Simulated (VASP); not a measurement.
# LiCl (Cmcm) in VASP: a series of runs

Runs on LiCl. Level: PBE. Tasks: relaxation of cell and atoms.

Everything below comes from runs of VASP 6.6.1. Logs are shortened: lines on timing, memory, paths and dates and some standing lists are left out, and cuts for length are marked.

## 1. The cell of the first run

Symmetry: Cmcm, No. 63, orthorhombic system. Conventional cell: a = 3.820 Å, b = 9.692 Å, c = 3.699 Å, α = 90.00°, β = 90.00°, γ = 90.00°. Within 3.6 Å of Li (site symmetry m2m) lie 7 Cl at 2.70 to 2.87 Å and 6 Li at 3.25 to 3.43 Å. Cl (site symmetry m2m) has 2 Cl at 2.45 Å and 7 Li at 2.70 to 2.87 Å within 3.2 Å.

## 2. Relaxation of cell and atoms, PBE

Contents of INCAR:

```
PREC = Accurate
ENCUT = 600
EDIFF = 1E-7
ISMEAR = 0
SIGMA = 0.1
LREAL = F
LASPH = T
NELM = 60
ALGO = Normal
ISIF = 3
LWAVE = F
LCHARG = F
GGA = PE
IBRION = 2
NSW = 90
EDIFFG = -0.04
```

Contents of KPOINTS:

```
Automatic mesh
0
Gamma
  6 6 6
```

Contents of POSCAR:

```
LiCl
1.0
    1.9099025392     -4.8459859305      0.0000000000
    1.9099025392      4.8459859305      0.0000000000
    0.0000000000      0.0000000000      3.6991896520
Li Cl
2 2
Direct
    0.8620000000      0.1380000000      0.7500000000
    0.1380000000      0.8620000000      0.2500000000
    0.5830000000      0.4170000000      0.7500000000
    0.4170000000      0.5830000000      0.2500000000
```

Potentials or basis: VASP PAW PBE potentials, release 64 (Li_sv, Cl).

Started as:

```console
cat potpaw_PBE.64/Li_sv/POTCAR potpaw_PBE.64/Cl/POTCAR > POTCAR
mpirun -np 1 vasp_std > vasp.out
```

OUTCAR:

```text
PREC = Accurate
   ENCUT = 600
   EDIFF = 1E-7
   ISMEAR = 0
   LREAL = F
   LASPH = T
   NELM = 60
   ISIF = 3
   GGA = PE
   IBRION = 2
   NSW = 90
   EDIFFG = -0.04

 ion  position               nearest neighbor table
   1  0.862  0.138  0.750-
   2  0.138  0.862  0.250-
   3  0.583  0.417  0.750-   4 2.45   4 2.45
   4  0.417  0.583  0.250-   3 2.45   3 2.45

  LATTYP: Found a base centered orthorhombic cell.
 ALAT       =     3.8198050784
 B/A-ratio  =     2.5372948782
 C/A-ratio  =     0.9684236698

  Lattice vectors:

 A1 = (   1.9099025392,  -4.8459859305,   0.0000000000)
 A2 = (   1.9099025392,   4.8459859305,   0.0000000000)
 A3 = (   0.0000000000,   0.0000000000,   3.6991896520)

Analysis of symmetry for initial positions (statically):
=====================================================================
 Subroutine PRICEL returns:
 Original cell was already a primitive cell.

 Routine SETGRP: Setting up the symmetry group for a
 base centered orthorhombic supercell.

 Subroutine GETGRP returns: Found  8 space group operations
 (whereof  4 operations were pure point group operations)
 out of a pool of  8 trial point group operations.

The static configuration has the point symmetry C_2h.
 The point group associated with its full space group is D_2h.

Analysis of symmetry for dynamics (positions and initial velocities):
=====================================================================
 Subroutine PRICEL returns:
 Original cell was already a primitive cell.

 Routine SETGRP: Setting up the symmetry group for a
 base centered orthorhombic supercell.

 Subroutine GETGRP returns: Found  8 space group operations
 (whereof  4 operations were pure point group operations)
 out of a pool of  8 trial point group operations.

The dynamic configuration has the point symmetry C_2h.
 The point group associated with its full space group is D_2h.

 Subroutine INISYM returns: Found  8 space group operations
 (whereof  4 operations are pure point group operations),
 and found     1 'primitive' translations

----------------------------------------------------------------------------------------

                                     Primitive cell

  volume of cell :      68.4747

[... 118 lines left out ...]
   LHFCALC =     F    Hartree Fock is set to
   AEXX    =    0.0000 exact exchange contribution
   IVDW    =     0    specifies the selected vdW correction
   LEPSILON=     F    determine dielectric tensor
   LRPA    =     F    only Hartree local field effects (RPA)
 conjugate gradient relaxation of ions
 non-spin polarized calculation
 Gauss-broadening in eV      SIGMA  =   0.10
  energy-cutoff  :      600.00
  volume of cell :       68.47
 maximum number of plane-waves:      2311
 NGX is ok and might be reduce to    42
   NGX = 21   NGY = 21   NGZ = 15

--------------------------------------- Ionic step        1  -------------------------------------------

 number of electron      19.9999999 magnetization

 Free energy of the ion-electron system (eV)
  ---------------------------------------------------
  ext. energy  EPLUGINS =         0.00000000
  ---------------------------------------------------
  free energy    TOTEN  =       -11.53117162 eV

  energy without entropy =      -11.53117162  energy(sigma->0) =      -11.53117162

------------------------ aborting loop because EDIFF is reached ----------------------------------------

  FORCE on cell =-STRESS in cart. coord.  units (eV):
  Direction    XX          YY          ZZ          XY          YZ          ZX
  --------------------------------------------------------------------------------------
  -------------------------------------------------------------------------------------
  Total       -3.7030117      7.0273222      9.8741465      0.0000000     -0.0000000      0.0000000
  in kB      -86.6434467    164.4260040    231.0362889      0.0000000     -0.0000000      0.0000000
  external PRESSURE =     102.9396154 kB  Pullay stress =       0.0000000 kB
[... 95 lines left out ...]
  FREE ENERGIE OF THE ION-ELECTRON SYSTEM (eV)
  ---------------------------------------------------
  free  energy   TOTEN  =       -14.0275208295 eV

  energy  without entropy=      -14.0275208295  energy(sigma->0) =      -14.02752083

[... ionic steps 4 to 18 ...]

--------------------------------------- Ionic step       19  -------------------------------------------

 number of electron      19.9999986 magnetization

------------------------ aborting loop because EDIFF is reached ----------------------------------------
[... 71 lines left out ...]
--------------------------------------- Ionic step       21  -------------------------------------------

 number of electron      19.9999989 magnetization

 Free energy of the ion-electron system (eV)
  ---------------------------------------------------
  ext. energy  EPLUGINS =         0.00000000
  ---------------------------------------------------
  free energy    TOTEN  =       -14.60300567 eV

  energy without entropy =      -14.60300567  energy(sigma->0) =      -14.60300567

 E-fermi :   0.2067     XC(G=0):  -8.0006

 val. band max:       -0.3582625453   @ k =   0.5000   0.5000   0.3333
 cond. band min:       5.4441976897   @ k =   0.0000   0.0000   0.0000
 fundamental gap:      5.8024602350
 Fermi energy:         0.2066972786

 k-point     1 :       0.0000    0.0000    0.0000
  band No.  band energies     occupation
      1     -43.9167      2.00000
      2     -43.9114      2.00000
      3     -13.5691      2.00000
      4     -13.1044      2.00000
      5      -2.8387      2.00000
      6      -1.1465      2.00000
      7      -0.9837      2.00000
      8      -0.5681      2.00000
      9      -0.5180      2.00000
     10      -0.4503      2.00000
     11       5.4442      0.00000
     12       7.9073      0.00000
     13       8.7240      0.00000
     14       9.7138      0.00000
[... 377 lines left out ...]
      1     -43.9153      2.00000
      2     -43.9113      2.00000
      3     -13.3347      2.00000
      4     -13.1250      2.00000
      5      -2.1239      2.00000
      6      -1.7238      2.00000
      7      -1.6320      2.00000
      8      -1.0285      2.00000
      9      -0.9288      2.00000
     10      -0.7214      2.00000
     11       6.6941      0.00000
     12       8.2353      0.00000
     13       9.2591      0.00000
     14       9.3599      0.00000

 [... further k-points ...]
[... 5 lines left out ...]
  --------------------------------------------------------------------------------------
  -------------------------------------------------------------------------------------
  Total       -0.0967221      0.0156185     -0.0624728      0.0000000     -0.0000000      0.0000000
  in kB       -2.0110967      0.3247488     -1.2989666      0.0000000     -0.0000000      0.0000000
  external PRESSURE =      -0.9951048 kB  Pullay stress =       0.0000000 kB
[... 19 lines left out ...]
  FREE ENERGIE OF THE ION-ELECTRON SYSTEM (eV)
  ---------------------------------------------------
  free  energy   TOTEN  =       -14.6030056725 eV

  energy  without entropy=      -14.6030056725  energy(sigma->0) =      -14.60300567

 reached required accuracy - stopping structural energy minimisation
```

Wall time 22 min (1 thread of Oxide Virtual Turin-like, shared host); peak memory 0.22 GiB.

Results:

| Property | Result |
| --- | --- |
| Free energy | -14.6030 eV |
| Relaxed volume | 19.26 Å³/atom |
| Relaxed cell | a = 6.412 Å, b = 6.412 Å, c = 3.551 Å, α = 90.00°, β = 90.00°, γ = 148.14° |
| Space group after relaxing (to 0.05 Å) | Cmcm (No. 63) |
| Energy gained by relaxing | 768.0 meV/atom |
| Ionic steps | 21 |
| Pressure after relaxing | -0.1 GPa |
| Largest force after relaxing | 0.028 eV/Å |
| Band gap on the k mesh | 5.80 eV, indirect (least direct gap 5.89 eV) |

Forces in eV/Å, atoms in the order of the input:
```
Li   0.000 -0.005  0.000
Li   0.000  0.005  0.000
Cl   0.000 -0.028  0.000
Cl   0.000  0.028  0.000
```

Step by step:
```
step  energy change (eV)  largest force (eV/Å)  pressure (GPa)  volume (Å³)
   1              0.0000                5.8970           10.29        68.47
   2             -2.4488                1.1182           -2.54        79.41
   3             -2.4963                0.9136           -2.96        80.59
   4             -2.5325                0.5877           -3.53        82.96
   5             -2.5315                0.6326           -3.46        82.58
   6             -2.7016                0.4666           -2.33        77.54
   7             -2.8427                0.1018            0.43        70.25
   8             -2.8482                0.0273            1.49        68.34
   9             -2.9165                0.0959            1.55        68.48
  10             -2.9521                0.2151            2.87        68.27
  11             -2.9691                0.1834            2.23        68.44
  12             -3.0161                0.2149            0.08        73.25
  13             -3.0182                0.2187           -0.41        74.61
  14             -3.0322                0.1910           -0.29        74.83
  15             -3.0455                0.1413           -0.06        75.20
  16             -3.0462                0.1255            0.01        75.30
  17             -3.0594                0.0949            0.06        75.53
  18             -3.0653                0.0895            0.47        76.21
  19             -3.0702                0.0435            0.23        75.90
  20             -3.0705                0.0348            0.26        75.95
  21             -3.0718                0.0278           -0.10        77.06
```

Final structure:
```cif
data_structure
_symmetry_space_group_name_H-M 'P 1'
_symmetry_Int_Tables_number 1
_cell_length_a 6.4120
_cell_length_b 6.4120
_cell_length_c 3.5510
_cell_angle_alpha 90.000
_cell_angle_beta 90.000
_cell_angle_gamma 148.143
_cell_volume 77.06
loop_
_atom_site_label
_atom_site_type_symbol
_atom_site_fract_x
_atom_site_fract_y
_atom_site_fract_z
_atom_site_occupancy
Li1 Li 0.83831 0.16169 0.75000 1
Li2 Li 0.16169 0.83831 0.25000 1
Cl1 Cl 0.63969 0.36031 0.75000 1
Cl2 Cl 0.36031 0.63969 0.25000 1
```

Caveat: the cutoff is under 1.25 times the usual one of these potentials, so pressure, stress and relaxed cells hold a basis-set (Pulay) error. A k mesh can miss the band edges.

## 3. Relaxation of cell and atoms, PBE

This run uses another cell than the first one, of 21.34 Å³/atom, 1.246 times its volume.

Contents of INCAR:

```
ALGO = Normal ; EDIFF = 1E-6
EDIFFG = -0.01 ; ENCUT = 600
GGA = PE ; IBRION = 2
ISIF = 3 ; ISMEAR = 0
LASPH = True ; LCHARG = False
LREAL = False ; LWAVE = False
NELM = 80 ; NSW = 100
PREC = Accurate ; SIGMA = 0.02
```

Contents of KPOINTS:

```
k-points
0
Gamma
  8 8 6
```

Contents of POSCAR:

```
LiCl
1.0
    1.7598426627     -6.8720858908      0.0000000000
    1.7598426627      6.8720858908      0.0000000000
    0.0000000000      0.0000000000      3.5284677440
Li Cl
2 2
Direct
    0.8297047092      0.1702952908      0.7500000000
    0.1702952908      0.8297047092      0.2500000000
    0.6499544900      0.3500455100      0.7500000000
    0.3500455100      0.6499544900      0.2500000000
```

Potentials or basis: VASP PAW PBE potentials, release 64 (Li_sv, Cl).

Started as:

```console
cat potpaw_PBE.64/Li_sv/POTCAR potpaw_PBE.64/Cl/POTCAR > POTCAR
mpirun -np 1 vasp_std > vasp.out
```

It took 4.2 min on 1 thread of Oxide Virtual Turin-like, shared host; peak memory 0.33 GiB.

Results (log left out):

* Free energy: -14.6427 eV
* Relaxed volume: 21.30 Å³/atom
* Relaxed cell: a = 7.092 Å, b = 7.092 Å, c = 3.527 Å, α = 90.00°, β = 90.00°, γ = 151.29°
* Space group after relaxing (to 0.05 Å): Cmcm (No. 63)
* Energy gained by relaxing: 0.0 meV/atom
* Ionic steps: 2
* Pressure after relaxing: 0.0 GPa
* Band gap on the k mesh: 5.67 eV, indirect (least direct gap 5.83 eV)

Forces in eV/Å, atoms in the order of the input:
```
Li   0.000 -0.002  0.000
Li   0.000  0.002  0.000
Cl   0.000  0.001  0.000
Cl   0.000 -0.001  0.000
```

Final structure:
```
CELL_PARAMETERS angstrom
1.75857 -6.87052 0.00000
1.75857 6.87052 0.00000
0.00000 0.00000 3.52654
ATOMIC_POSITIONS crystal
Li 0.82971 0.17029 0.75000
Li 0.17029 0.82971 0.25000
Cl 0.64996 0.35004 0.75000
Cl 0.35004 0.64996 0.25000
```

Levels at points of the mesh, in eV from the valence-band top:
```
           k point  band 6  band 7  band 8  band 9  band 10  band 11  band 12  band 13  band 14
(0.00, 0.00, 0.00)   -0.68   -0.64   -0.34   -0.17    -0.16     5.67     8.19     9.06    10.00
(0.50, 0.00, 0.00)   -2.37   -0.91   -0.70   -0.07    -0.05     6.95     7.39     8.51     9.78
(0.50, 0.50, 0.00)   -0.78   -0.66   -0.66   -0.19    -0.15     6.60     7.34     9.05     9.35
(0.00, 0.00, 0.50)   -2.35   -0.88   -0.88   -0.04    -0.04     7.74     7.74     8.52     8.52
(0.50, 0.00, 0.50)   -2.55   -1.73   -1.73   -0.67    -0.67     7.95     7.95     8.80     8.80
(0.50, 0.50, 0.50)   -2.43   -0.73   -0.73   -0.04    -0.04     6.86     6.86     9.07     9.07
```

Caveat: the cutoff is under 1.25 times the usual one of these potentials, so pressure, stress and relaxed cells hold a basis-set (Pulay) error.
